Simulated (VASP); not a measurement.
Lu, 4 atoms in the cell. The structure is hexagonal, space group P6_3/mmc (No. 194). The conventional cell has a = 2.930 Å, b = 2.930 Å, c = 9.390 Å, α = 90.00°, β = 90.00°, γ = 120.00°. Lu (site symmetry -3m) has 12 Lu at 2.89 to 2.93 Å within 3.8 Å. Within 3.8 Å of Lu (site symmetry -6m2) lie 12 Lu at 2.89 to 2.93 Å. 

* Program: VASP 6.6.1
* Task: relaxation of shape and atoms at fixed volume
* Functional: PBE
* Potentials or basis: VASP PAW PBE potentials, release 64 (Lu)
* Cutoff: 600 eV
* k mesh: 10 × 10 × 3
* Occupations: fermi-dirac, width 0.1 eV
* Spin: no spin polarisation
* Dipole correction: no
* Further INCAR settings: ALGO = Normal; EDIFF = 1e-06; IBRION = 2; EDIFFG = -0.005; NSW = 50; ISIF = 4

Potentials or basis: VASP PAW PBE potentials, release 64 (Lu).

Command:

```sh
$ cat potpaw_PBE.64/Lu/POTCAR > POTCAR
$ mpirun -np 1 vasp_std > vasp.out
```

Hardware: 1 thread of Intel(R) Xeon(R) Platinum 8259CL CPU @ 2.50GHz (Skylake/Cascade Lake) (shared host).

Problem. How long does it take, and how much memory?

Solution. Run time: 7.3 min on 1 thread of Intel(R) Xeon(R) Platinum 8259CL CPU @ 2.50GHz (Skylake/Cascade Lake), with other jobs on the host, peak memory 0.27 GiB. Counts: scf iterations 39, k points 28, ion steps 4.
